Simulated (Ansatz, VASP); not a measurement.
## C in VASP and in Ansatz

```xyz
2
Lattice="-0.0178 1.7745 1.7745 1.7745 -0.0178 1.7745 1.7745 1.7745 -0.0178" Properties=species:S:1:pos:R:3 pbc="T T T"
C     1.7656    1.7656    1.7656
C     2.6483    2.6483    2.6483
```

Change from the starting cell: equal xy, yz and zx shear strains of -1 %, PAW files.

Alike in both runs: task electric field gradients; functional LDA; k mesh 16 × 16 × 16; occupations fermi-dirac, width 0.03 eV; no spin polarisation.

|  | VASP | Ansatz |
| --- | --- | --- |
| version | VASP 6.6.1 | Ansatz 0.2.0 |
| potentials or method | VASP PAW LDA potentials, release 64 (C) | PAW with Ansatz's default frozen-core files, scalar-relativistic |
| plane-wave cutoff (eV) | 520 | 420 |
| valence electrons in the cell | 8 | 8 |

VASP gave:

| Quantity | Value |
| --- | --- |
| gap on the k mesh at the Fermi level (eV) | 4.09 |
| pressure (GPa) | -11.5 |
| traceless stress, the component that is largest in VASP (GPa) | 5.67 |
| rms of the force components (eV/Å) | 0.036 |
| size of Vzz on the site where it differs most (V/Å²) | 2.2 |

Question: What did Ansatz give for the same quantities?

Answer: gap on the k mesh at the Fermi level (eV): 4.09; pressure (GPa): -13.0; traceless stress, the component that is largest in VASP (GPa): 5.64; rms of the force components (eV/Å): 0.033; size of Vzz on the site where it differs most (V/Å²): 2.1.

LDA's correlation is that of Perdew and Zunger in VASP and of Perdew and Wang (1992) in Ansatz. Atom by atom the forces differ by 0.003 eV/Å (rms over components).
